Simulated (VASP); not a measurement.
# Cs2MoOsO6 (Fm-3m) in VASP: single point with r2SCAN

Aim: the single point of Cs2MoOsO6 with r2SCAN.

All numbers are computed with VASP 6.6.1; they aren't measurements. Logs are shortened: lines on timing, memory, paths and dates and some standing lists are left out, and cuts for length are marked.

**1. The cell of the first run**

It takes space group Fm-3m (No. 225, cubic). The conventional cell has a = 8.464 Å, b = 8.464 Å, c = 8.464 Å, α = 90.00°, β = 90.00°, γ = 90.00°. O (site symmetry 4mm) has 1 Mo at 2.02 Å and 1 Os at 2.21 Å within 2.7 Å. Cs (site symmetry -43m) has 12 O at 2.99 Å and 4 Mo at 3.66 Å and 4 Os at 3.66 Å within 3.9 Å. Mo (site symmetry m-3m) has 6 O at 2.02 Å within 2.7 Å. Os (site symmetry m-3m) has 6 O at 2.21 Å within 2.9 Å.

**2. Single point, r2SCAN**

POSCAR

```
Cs2MoOsO6
1.0
    0.0000000000      4.2318680000      4.2318680000
    4.2318680000      0.0000000000      4.2318680000
    4.2318680000      4.2318680000      0.0000000000
O Cs Mo Os
6 2 1 1
Direct
    0.7386000000      0.2614000000      0.2614000000
    0.2614000000      0.7386000000      0.2614000000
    0.2614000000      0.7386000000      0.7386000000
    0.7386000000      0.2614000000      0.7386000000
    0.2614000000      0.2614000000      0.7386000000
    0.7386000000      0.7386000000      0.2614000000
    0.2500000000      0.2500000000      0.2500000000
    0.7500000000      0.7500000000      0.7500000000
    0.5000000000      0.5000000000      0.5000000000
    0.0000000000      0.0000000000      0.0000000000
```

INCAR.step1

```
  ALGO = Normal
  EDIFF = 1E-4
  ENCUT = 520
  GGA = PE
  ISMEAR = -1
  LASPH = True
  LCHARG = False
  LREAL = False
  LWAVE = True
  NBANDS = 49
  NELM = 100
  PREC = Accurate
  SIGMA = 0.1
```

INCAR.step2

```
  ALGO = Normal
  EDIFF = 1E-6
  ENCUT = 520
  ISIF = 2
  ISMEAR = -1
  ISTART = 1
  LASPH = True
  LCHARG = False
  LMIXTAU = True
  LREAL = False
  LWAVE = False
  METAGGA = R2SCAN
  NBANDS = 49
  NELM = 100
  PREC = Accurate
  SIGMA = 0.1
```

KPOINTS

```
k-points
0
Gamma
  7 7 7
```

Potentials or basis: VASP PAW PBE potentials, release 64 (O, Cs_sv, Mo_sv, Os).

Run with:

```sh
$ cat potpaw_PBE.64/O/POTCAR potpaw_PBE.64/Cs_sv/POTCAR potpaw_PBE.64/Mo_sv/POTCAR potpaw_PBE.64/Os/POTCAR > POTCAR
$ cp INCAR.step1 INCAR
$ mpirun -np 1 vasp_std > vasp.out
$ cp INCAR.step2 INCAR
$ mpirun -np 1 vasp_std > vasp.out
```

OUTCAR:

```text
EDIFF = 1E-6
   ENCUT = 520
   ISIF = 2
   ISMEAR = -1
   ISTART = 1
   LASPH = True
   LREAL = False
   METAGGA = R2SCAN
   NELM = 100
   PREC = Accurate

 ion  position               nearest neighbor table
   1  0.739  0.261  0.261-   9 2.02  10 2.21
   2  0.261  0.739  0.261-   9 2.02  10 2.21
   3  0.261  0.739  0.739-   9 2.02  10 2.21
   4  0.739  0.261  0.739-   9 2.02  10 2.21
   5  0.261  0.261  0.739-   9 2.02  10 2.21
   6  0.739  0.739  0.261-   9 2.02  10 2.21
   7  0.250  0.250  0.250-
   8  0.750  0.750  0.750-
   9  0.500  0.500  0.500-   1 2.02   2 2.02   3 2.02   4 2.02   5 2.02   6 2.02
  10  0.000  0.000  0.000-   1 2.21   2 2.21   3 2.21   4 2.21   5 2.21   6 2.21

  LATTYP: Found a face centered cubic cell.
 ALAT       =     8.4637360000

  Lattice vectors:

 A1 = (   0.0000000000,   4.2318680000,   4.2318680000)
 A2 = (   4.2318680000,   0.0000000000,   4.2318680000)
 A3 = (   4.2318680000,   4.2318680000,   0.0000000000)

Analysis of symmetry for initial positions (statically):
=====================================================================
 Subroutine PRICEL returns:
 Original cell was already a primitive cell.

 Routine SETGRP: Setting up the symmetry group for a
 face centered cubic supercell.

 Subroutine GETGRP returns: Found 48 space group operations
 (whereof 48 operations were pure point group operations)
 out of a pool of 48 trial point group operations.

The static configuration has the point symmetry O_h .

Analysis of symmetry for dynamics (positions and initial velocities):
=====================================================================
 Subroutine PRICEL returns:
 Original cell was already a primitive cell.

 Routine SETGRP: Setting up the symmetry group for a
 face centered cubic supercell.

 Subroutine GETGRP returns: Found 48 space group operations
 (whereof 48 operations were pure point group operations)
 out of a pool of 48 trial point group operations.

The dynamic configuration has the point symmetry O_h .

 Subroutine INISYM returns: Found 48 space group operations
 (whereof 48 operations are pure point group operations),
 and found     1 'primitive' translations

----------------------------------------------------------------------------------------

                                     Primitive cell

  volume of cell :     151.5746

  direct lattice vectors                    reciprocal lattice vectors
     0.000000000  4.231868000  4.231868000    -0.118151133  0.118151133  0.118151133
     4.231868000  0.000000000  4.231868000     0.118151133 -0.118151133  0.118151133
     4.231868000  4.231868000  0.000000000     0.118151133  0.118151133 -0.118151133

  length of vectors
     5.984765120  5.984765120  5.984765120     0.204643766  0.204643766  0.204643766

  position of ions in fractional coordinates (direct lattice)
     0.738600000  0.261400000  0.261400000
     0.261400000  0.738600000  0.261400000
     0.261400000  0.738600000  0.738600000
     0.738600000  0.261400000  0.738600000
     0.261400000  0.261400000  0.738600000
     0.738600000  0.738600000  0.261400000
     0.250000000  0.250000000  0.250000000
     0.750000000  0.750000000  0.750000000
     0.500000000  0.500000000  0.500000000
     0.000000000  0.000000000  0.000000000

  ion indices of the primitive-cell ions
   primitive index   ion index
                 1           1
                 2           2
                 3           3
                 4           4
                 5           5
                 6           6
                 7           7
                 8           8
                 9           9
                10          10

----------------------------------------------------------------------------------------

 KPOINTS: k-points

Automatic generation of k-mesh.
 Grid dimensions read from file:
 generate k-points for:    7    7    7

 Generating k-lattice:

  Cartesian coordinates                     Fractional coordinates (reciprocal lattice)
    -0.016878733  0.016878733  0.016878733     0.142857143  0.000000000  0.000000000
     0.016878733 -0.016878733  0.016878733     0.000000000  0.142857143  0.000000000
     0.016878733  0.016878733 -0.016878733     0.000000000  0.000000000  0.142857143

  Length of vectors
     0.029234824  0.029234824  0.029234824

  Shift w.r.t. Gamma in fractional coordinates (k-lattice)
     0.000000000  0.000000000  0.000000000

 Subroutine IBZKPT returns following result:
 ===========================================

 Found     20 irreducible k-points:

 Following reciprocal coordinates:
            Coordinates               Weight
  0.000000  0.000000  0.000000      1.000000
  0.142857  0.000000  0.000000      8.000000
  0.285714  0.000000  0.000000      8.000000
  0.428571  0.000000  0.000000      8.000000
  0.142857  0.142857  0.000000      6.000000
  0.285714  0.142857  0.000000     24.000000
[... 12 lines left out ...]
 -0.428571  0.428571  0.142857     24.000000
 -0.285714  0.428571  0.142857     24.000000
   k-points           NKPTS =     20   k-points in BZ     NKDIM =     20   number of bands    NBANDS=     49
   number of dos      NEDOS =    301   number of ions     NIONS =     10
   total plane-waves  NPLWV = 110592
   dimension x,y,z NGX =    48 NGY =   48 NGZ =   48
   dimension x,y,z NGXF=    96 NGYF=   96 NGZF=   96
   ions per type =               6   2   1   1
   NGX,Y,Z   is equivalent  to a cutoff of  13.33, 13.33, 13.33 a.u.
   NGXF,Y,Z  is equivalent  to a cutoff of  26.67, 26.67, 26.67 a.u.
 SYSTEM =  unknown system
   PREC   = accura    normal or accurate (medium, high low for compatibility)
   ISTART =      1    job   : 0-new  1-cont  2-samecut
   ICHARG =      0    charge: 1-file 2-atom 10-const
   ISPIN  =      1    spin polarized calculation?
   LNONCOLLINEAR =      F non collinear calculations
   LSORBIT =      F    spin-orbit coupling
   LASPH  =      T    aspherical Exc in radial PAW
   ENCUT  =  520.0 eV  38.22 Ry    6.18 a.u.  11.13 11.13 11.13*2*pi/ulx,y,z
   NELM   =    100;   NELMIN=  2; NELMDL=  0     # of ELM steps
   EDIFF  = 0.1E-05   stopping-criterion for ELM
   LREAL  =      F    real-space projection
   EDIFFG = 0.1E-04   stopping-criterion for IOM
   NSW    =      0    number of steps for IOM
   IBRION =     -1    ionic relax: 0-MD 1-quasi-New 2-CG
   NFREE  =      0    steps in history (QN), initial steepest desc. (CG)
   ISIF   =      2    stress and relaxation
   ISYM   =      2    0-nonsym 1-usesym 2-fastsym
   POTIM  = 0.5000    time-step for ionic-motion
   TEBEG  =    0.0;   TEEND  =   0.0 temperature during run
   PSTRESS=    0.0 pullay stress
   NELECT =      76.0000    total number of electrons
   NUPDOWN=      -1.0000    fix difference up-down
   EMIN   =  10.00;   EMAX   =-10.00  energy-range for DOS
   EFERMI =   0.00;   METHOD = LEGACY
   ISMEAR =    -1;   SIGMA  =   0.10  broadening in eV -4-tet -1-fermi 0-gaus
   EFERMI_NEDOS =   21; number of points for ismear=-14 and -15
   IALGO  =     38    algorithm
   IMIX   =      4    mixing-type and parameters
     AMIX     =   0.40;   BMIX     =  1.00
     AMIX_MAG =   1.60;   BMIX_MAG =  1.00
  volume/ion in A,a.u.               =      15.16       102.29
  Fermi-wavevector in a.u.,A,eV,Ry     =   1.300581  2.457741 23.014387  1.691510
  Thomas-Fermi vector in A             =   2.431770
   LORBIT       =      0    0 simple, 1 ext, 2 COOP (PROOUT), +10 PAW based schemes
   METAGGA = R2SCAN    functional components
   LHFCALC =     F    Hartree Fock is set to
   AEXX    =    0.0000 exact exchange contribution
   IVDW    =     0    specifies the selected vdW correction
   LEPSILON=     F    determine dielectric tensor
   LRPA    =     F    only Hartree local field effects (RPA)
 non-spin polarized calculation
  energy-cutoff  :      520.00
  volume of cell :      151.57
 maximum number of plane-waves:      4098
 NGX is ok and might be reduce to    48
   NGX = 23   NGY = 23   NGZ = 23

 number of electron      76.0000021 magnetization

 Free energy of the ion-electron system (eV)
  ---------------------------------------------------
  ext. energy  EPLUGINS =         0.00000000
  ---------------------------------------------------
  free energy    TOTEN  =      -178.81762430 eV

  energy without entropy =     -178.61722917  energy(sigma->0) =     -178.71742674

 E-fermi :   2.9682     XC(G=0): -11.4181

 val. band max:        2.9492958234   @ k =   0.2857   0.2857   0.0000
 cond. band min:       2.9682558595   @ k =   0.4286   0.1429   0.0000
 fundamental gap:      0.0189600361
 Fermi energy:         2.9681667353

 k-point     1 :       0.0000    0.0000    0.0000
  band No.  band energies     occupation
      1     -61.8215      2.00000
      2     -35.0588      2.00000
      3     -35.0588      2.00000
      4     -35.0588      2.00000
      5     -17.3644      2.00000
      6     -16.5316      2.00000
[... 41 lines left out ...]
     48       9.7170      0.00000
     49       9.7170      0.00000

 k-point     2 :       0.1429    0.0000    0.0000
  band No.  band energies     occupation
      1     -61.8215      2.00000
      2     -35.0588      2.00000
      3     -35.0588      2.00000
      4     -35.0588      2.00000
      5     -17.3086      2.00000
      6     -16.5453      2.00000
[... 41 lines left out ...]
     48       9.9204      0.00000
     49       9.9204      0.00000

 k-point     3 :       0.2857    0.0000    0.0000
  band No.  band energies     occupation
      1     -61.8215      2.00000
      2     -35.0589      2.00000
      3     -35.0588      2.00000
      4     -35.0588      2.00000
      5     -17.1537      2.00000
      6     -16.6015      2.00000
[... 41 lines left out ...]
     48      10.5640      0.00000
     49      10.5640      0.00000

 k-point     4 :       0.4286    0.0000    0.0000
  band No.  band energies     occupation
      1     -61.8215      2.00000
      2     -35.0590      2.00000
      3     -35.0588      2.00000
      4     -35.0588      2.00000
      5     -16.9416      2.00000
      6     -16.7322      2.00000
[... 769 lines left out ...]
     48      11.3030      0.00000
     49      11.8657      0.00000

 k-point    19 :      -0.4286    0.4286    0.1429
  band No.  band energies     occupation
      1     -61.8215      2.00000
      2     -35.0589      2.00000
      3     -35.0589      2.00000
      4     -35.0589      2.00000
      5     -16.8378      2.00000
      6     -16.6548      2.00000
[... 41 lines left out ...]
     48      11.2370      0.00000
     49      11.7609      0.00000

 k-point    20 :      -0.2857    0.4286    0.1429
  band No.  band energies     occupation
      1     -61.8215      2.00000
      2     -35.0589      2.00000
      3     -35.0589      2.00000
      4     -35.0589      2.00000
      5     -16.7507      2.00000
      6     -16.7344      2.00000
[... 41 lines left out ...]
     48      11.6026      0.00000
     49      11.6817      0.00000

------------------------ aborting loop because EDIFF is reached ----------------------------------------

  FORCE on cell =-STRESS in cart. coord.  units (eV):
  Direction    XX          YY          ZZ          XY          YZ          ZX
  --------------------------------------------------------------------------------------
  -------------------------------------------------------------------------------------
  Total      -15.8095778    -15.8095778    -15.8095778      0.0000000      0.0000000      0.0000000
  in kB     -167.1108012   -167.1108012   -167.1108012      0.0000000      0.0000000      0.0000000
  external PRESSURE =    -167.1108012 kB  Pullay stress =       0.0000000 kB

 VOLUME and BASIS-vectors are now :
 -----------------------------------------------------------------------------
  energy-cutoff  :      520.00
  volume of cell :      151.57
      direct lattice vectors                 reciprocal lattice vectors
     0.000000000  4.231868000  4.231868000    -0.118151133  0.118151133  0.118151133
     4.231868000  0.000000000  4.231868000     0.118151133 -0.118151133  0.118151133
     4.231868000  4.231868000  0.000000000     0.118151133  0.118151133 -0.118151133

 POSITION                                       TOTAL-FORCE (eV/Angst)
 -----------------------------------------------------------------------------------
      2.21242      4.23187      4.23187        -0.529681      0.000000      0.000000
      4.23187      2.21242      4.23187         0.000000     -0.529681      0.000000
      6.25132      4.23187      4.23187         0.529681      0.000000      0.000000
      4.23187      6.25132      4.23187         0.000000      0.529681      0.000000
      4.23187      4.23187      2.21242         0.000000      0.000000     -0.529681
      4.23187      4.23187      6.25132         0.000000      0.000000      0.529681
      2.11593      2.11593      2.11593         0.000000     -0.000000     -0.000000
      6.34780      6.34780      6.34780        -0.000000      0.000000     -0.000000
      4.23187      4.23187      4.23187         0.000000      0.000000      0.000000
      0.00000      0.00000      0.00000         0.000000      0.000000     -0.000000
 -----------------------------------------------------------------------------------
    total drift:                               -0.000000     -0.000000     -0.000000

  FREE ENERGIE OF THE ION-ELECTRON SYSTEM (eV)
  ---------------------------------------------------
  free  energy   TOTEN  =      -178.8176242992 eV

  energy  without entropy=     -178.6172291744  energy(sigma->0) =     -178.71742674
```

It took 15 min on 1 thread of AMD EPYC 7R13 (Zen 3), shared host; peak memory 0.42 GiB.

What came out:

```
Free energy            : -178.8176 eV
Pressure               : -16.7 GPa
Largest force          : 0.530 eV/Å
Band gap on the k mesh : zero (bands 38 and 39 overlap by 1.46 eV)
```

Forces in eV/Å, atoms in the order of the input:
```
O   -0.530  0.000  0.000
O    0.000 -0.530  0.000
O    0.530  0.000  0.000
O    0.000  0.530  0.000
O    0.000  0.000 -0.530
O    0.000  0.000  0.530
Cs   0.000  0.000  0.000
Cs   0.000  0.000  0.000
Mo   0.000  0.000  0.000
Os   0.000  0.000  0.000
```

Caveat: the cell stands under tension; the PAW data sets were made with another functional, which shifts forces and pressure a little; spin-orbit coupling is left out, which moves the levels of the heavy elements.
